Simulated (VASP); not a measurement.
# FeO (Fm-3m) in VASP: single point with PBE+U

Aim: the single point of FeO with PBE+U.

All numbers are computed with VASP 6.6.1; they aren't measurements. Logs are shortened: lines on timing, memory, paths and dates and some standing lists are left out, and cuts for length are marked.

### 1 The cell of the first run

Symmetry: Fm-3m, No. 225, cubic system. Conventional cell: a = 4.311 Å, b = 4.311 Å, c = 4.311 Å, α = 90.00°, β = 90.00°, γ = 90.00°. Fe (site symmetry m-3m) has 6 O at 2.16 Å within 2.9 Å. Within 2.9 Å of O (site symmetry m-3m) lie 6 Fe at 2.16 Å.

### 2 Single point, PBE+U, collinear spin, ferromagnetic start

Input file INCAR:

```
SYSTEM = FeO
PREC = Accurate ; ENCUT = 600
EDIFF = 1E-6 ; ISMEAR = 0
SIGMA = 0.05 ; LREAL = .False.
LASPH = .True. ; NELM = 200
ALGO = Normal ; ISIF = 2
LWAVE = .False. ; LCHARG = .True.
ISPIN = 2 ; MAGMOM = 4.11 0.14
LORBIT = 11 ; LMAXMIX = 4
LDAU = .True. ; LDAUTYPE = 2
LDAUL = 2 -1 ; LDAUU = 8 0
LDAUJ = 0 0 ; LDAUPRINT = 1
GGA = PE ; LELF = .True.
LVHAR = .True. ; NBANDS = 18
GGA_COMPAT = .False.
```

Input file KPOINTS:

```
regular mesh
0
Gamma
  8 8 8
  0 0 0
```

Input file POSCAR:

```
FeO
1.0
    0.0000000000      2.1554001600      2.1554001600
    2.1554001600      0.0000000000      2.1554001600
    2.1554001600      2.1554001600      0.0000000000
Fe O
1 1
Direct
    0.0000000000      0.0000000000      0.0000000000
    0.5000000000      0.5000000000      0.5000000000
```

Potentials or basis: VASP PAW PBE potentials, release 64 (Fe, O).

On the command line:

```console
> cat potpaw_PBE.64/Fe/POTCAR potpaw_PBE.64/O/POTCAR > POTCAR
> mpirun -np 1 vasp_std > vasp.out
```

OUTCAR:

```text
SYSTEM = FeO
   PREC = Accurate
   ENCUT = 600
   EDIFF = 1E-6
   ISMEAR = 0
   LREAL = .False.
   LASPH = .True.
   NELM = 200
   ISIF = 2
   ISPIN = 2
   LORBIT = 11
   GGA = PE

 ion  position               nearest neighbor table
   1  0.000  0.000  0.000-   2 2.16   2 2.16   2 2.16   2 2.16   2 2.16   2 2.16
   2  0.500  0.500  0.500-   1 2.16   1 2.16   1 2.16   1 2.16   1 2.16   1 2.16

  LATTYP: Found a face centered cubic cell.
 ALAT       =     4.3108003200

  Lattice vectors:

 A1 = (   0.0000000000,   2.1554001600,   2.1554001600)
 A2 = (   2.1554001600,   0.0000000000,   2.1554001600)
 A3 = (   2.1554001600,   2.1554001600,   0.0000000000)

Analysis of symmetry for initial positions (statically):
=====================================================================
 Subroutine PRICEL returns:
 Original cell was already a primitive cell.

 Routine SETGRP: Setting up the symmetry group for a
 face centered cubic supercell.

 Subroutine GETGRP returns: Found 48 space group operations
 (whereof 48 operations were pure point group operations)
 out of a pool of 48 trial point group operations.

The static configuration has the point symmetry O_h .

Analysis of symmetry for dynamics (positions and initial velocities):
=====================================================================
 Subroutine PRICEL returns:
 Original cell was already a primitive cell.

 Routine SETGRP: Setting up the symmetry group for a
 face centered cubic supercell.

 Subroutine GETGRP returns: Found 48 space group operations
 (whereof 48 operations were pure point group operations)
 out of a pool of 48 trial point group operations.

The dynamic configuration has the point symmetry O_h .

Analysis of structural, dynamic, and magnetic symmetry:
=====================================================================
 Subroutine PRICEL returns:
 Original cell was already a primitive cell.

 Routine SETGRP: Setting up the symmetry group for a
[... 171 lines left out ...]
  o =  0.0804  v =  0.0000  0.0000  0.0000  0.0000  0.0000  0.0000  0.0000 -0.0167 -0.0000 -0.9999      0.0000  0.0000  0.0000  0.0000  0.0000  0.0000  0.0000  0.0000  0.0000  0.0000
  o =  0.3055  v =  0.0000  0.0000  0.0000  0.0000  0.0000  0.0025 -0.9944  0.0000 -0.1059 -0.0000      0.0000  0.0000  0.0000  0.0000  0.0000  0.0000  0.0000  0.0000  0.0000  0.0000
  o =  0.3055  v =  0.0000  0.0000  0.0000  0.0000  0.0000 -0.0011 -0.1059  0.0000  0.9944  0.0000      0.0000  0.0000  0.0000  0.0000  0.0000  0.0000  0.0000  0.0000  0.0000  0.0000
  o =  0.3055  v =  0.0000  0.0000  0.0000  0.0000  0.0000 -1.0000 -0.0024  0.0000 -0.0014 -0.0000      0.0000  0.0000  0.0000  0.0000  0.0000  0.0000  0.0000  0.0000  0.0000  0.0000
  o =  0.9862  v =  0.0000  0.9841  0.0000  0.1774 -0.0000  0.0000  0.0000  0.0000  0.0000  0.0000      0.0000  0.0000  0.0000  0.0000  0.0000  0.0000  0.0000  0.0000  0.0000  0.0000
  o =  0.9862  v =  0.0000  0.1774  0.0000 -0.9841 -0.0000  0.0000  0.0000  0.0000  0.0000  0.0000      0.0000  0.0000  0.0000  0.0000  0.0000  0.0000  0.0000  0.0000  0.0000  0.0000
  o =  0.9862  v =  1.0000  0.0000  0.0000  0.0000  0.0000  0.0000  0.0000  0.0000  0.0000  0.0000      0.0000  0.0000  0.0000  0.0000  0.0000  0.0000  0.0000  0.0000  0.0000  0.0000
  o =  1.0496  v =  0.0000 -0.0000 -0.0199 -0.0000 -0.9998  0.0000  0.0000  0.0000  0.0000  0.0000      0.0000  0.0000  0.0000  0.0000  0.0000  0.0000  0.0000  0.0000  0.0000  0.0000
  o =  1.0496  v =  0.0000 -0.0000  0.9998  0.0000 -0.0199  0.0000  0.0000  0.0000  0.0000  0.0000      0.0000  0.0000  0.0000  0.0000  0.0000  0.0000  0.0000  0.0000  0.0000  0.0000

 number of electron      13.9999999 magnetization       4.0039747

 Free energy of the ion-electron system (eV)
  ---------------------------------------------------
  ext. energy  EPLUGINS =         0.00000000
  ---------------------------------------------------
  free energy    TOTEN  =       -11.32275554 eV

  energy without entropy =      -11.32157546  energy(sigma->0) =      -11.32216550

 E-fermi :   7.2334     XC(G=0): -12.1451

 val. band max:        7.2055292103   @ k =  -0.3750   0.2500   0.0000
 cond. band min:       7.2873146919   @ k =   0.2500   0.1250   0.0000
 fundamental gap:      0.0817854816
 Fermi energy:         7.2333791200

 spin component 1

 k-point     1 :       0.0000    0.0000    0.0000
  band No.  band energies     occupation
      1     -14.1618      1.00000
      2      -2.3624      1.00000
      3      -2.3624      1.00000
      4      -1.9019      1.00000
      5      -1.9019      1.00000
      6      -1.9018      1.00000
[... 1001 lines left out ...]
     17      33.2816      0.00000
     18      35.6754      0.00000

 [... further k-points ...]

------------------------ aborting loop because EDIFF is reached ----------------------------------------

  FORCE on cell =-STRESS in cart. coord.  units (eV):
  Direction    XX          YY          ZZ          XY          YZ          ZX
  --------------------------------------------------------------------------------------
  -------------------------------------------------------------------------------------
  Total       -0.4050520     -0.4050520     -0.4050520      0.0000000      0.0000000      0.0000000
  in kB      -32.4046720    -32.4046720    -32.4046720      0.0000000      0.0000000      0.0000000
  external PRESSURE =     -32.4046720 kB  Pullay stress =       0.0000000 kB

 VOLUME and BASIS-vectors are now :
 -----------------------------------------------------------------------------
  energy-cutoff  :      600.00
  volume of cell :       20.03
      direct lattice vectors                 reciprocal lattice vectors
     0.000000000  2.155400160  2.155400160    -0.231975486  0.231975486  0.231975486
     2.155400160  0.000000000  2.155400160     0.231975486 -0.231975486  0.231975486
     2.155400160  2.155400160  0.000000000     0.231975486  0.231975486 -0.231975486

 POSITION                                       TOTAL-FORCE (eV/Angst)
 -----------------------------------------------------------------------------------
      0.00000      0.00000      0.00000         0.000000     -0.000000      0.000000
      2.15540      2.15540      2.15540        -0.000000      0.000000     -0.000000
 -----------------------------------------------------------------------------------
    total drift:                                0.000000     -0.000000      0.000000

  FREE ENERGIE OF THE ION-ELECTRON SYSTEM (eV)
  ---------------------------------------------------
  free  energy   TOTEN  =       -11.3227555364 eV

  energy  without entropy=      -11.3215754573  energy(sigma->0) =      -11.32216550

 total charge

# of ion       s       p       d       tot
------------------------------------------
    1        0.297   0.372   6.108   6.777
    2        1.547   3.473   0.000   5.020
--------------------------------------------------
tot          1.844   3.846   6.108  11.798

 magnetization (x)

# of ion       s       p       d       tot
------------------------------------------
    1        0.025   0.019   3.969   4.013
    2        0.013   0.103   0.000   0.116
--------------------------------------------------
tot          0.038   0.123   3.969   4.130
```

stdout:

```text
POSCAR found type information on POSCAR FeO
 POSCAR found :  2 types and       2 ions
 scaLAPACK will be used
 LDA part: xc-table for (Slater+PW92), standard interpolation
 POSCAR, INCAR and KPOINTS ok, starting setup
 FFT: planning ... GRIDC
 FFT: planning ... GRID_SOFT
 FFT: planning ... GRID
 WAVECAR not read
 entering main loop
```

Wall time 23 s (1 thread of Intel Xeon Platinum 8259CL at 2.50GHz (Skylake/Cascade Lake), shared host); peak memory 0.16 GiB.

Results:

```yaml
Free_energy: -11.3228 eV
Pressure: -3.2 GPa
Band_gap_on_the_k_mesh: zero (filled and empty bands overlap)
Net_moment: 4.00 μB per cell
Site_moments: Fe +4.01; O +0.12 μB
Valence_electrons_inside_the_program's_atomic_spheres: Fe 6.78; O 5.02
```

Eigenvalues of the final occupation matrices:
```tsv
site	spin	trace	eigenvalues
site 1 d	1	5.06	0.99 0.99 0.99 1.05 1.05
site 1 d	2	1.08	0.08 0.08 0.31 0.31 0.31
```

Caveat: a cell with one magnetic atom can't hold antiferromagnetic order, which such compounds often take.
